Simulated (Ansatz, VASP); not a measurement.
## Two plane-wave programs on Al3InAs4

```xyz
8
Lattice="5.8933 0.0000 0.0000 0.0000 5.8933 0.0000 0.0000 0.0000 5.8933" Properties=species:S:1:pos:R:3 pbc="T T T"
Al    2.9466    0.0000    0.0000
Al    0.0000    0.0000    2.9466
Al    0.0000    2.9466    0.0000
In    2.9466    2.9466    2.9466
As    4.4826    1.4107    4.4826
As    4.4826    4.4826    1.4107
As    1.4107    1.4107    1.4107
As    1.4107    4.4826    4.4826
```

Alike in both runs: functional PBE; k mesh 6 × 6 × 6; occupations gaussian, width 0.02 eV; no spin polarisation.

Ansatz relaxed the structure, and its values are those at the end. VASP's run is a single point on that final structure, the one shown.

```csv
,VASP,Ansatz
version,VASP 6.6.1,Ansatz 0.2.0
potentials or method,"VASP PAW PBE potentials, release 64 (Al, In_d, As), cutoff 520 eV","scalar-relativistic, plane waves, PAW"
valence electrons in the cell,42,82
```

|  | VASP | Ansatz | Ansatz less VASP |
| --- | --- | --- | --- |
| gap on the k mesh at the Fermi level (eV) | 0.96 | 0.95 | -0.003 |
| least direct gap on the mesh (eV) | 0.96 | 0.95 | -0.003 |
| pressure (GPa) | -1.6 | -1.7 | -0.10 |
| rms of the force components (eV/Å) | 0.005 | 0.003 | -0.0013 |

VASP's potentials hold 42 valence electrons a cell and Ansatz's 82, so a difference there can come from the potentials and not from the codes. Ansatz's warnings: stress scf threshold loose.
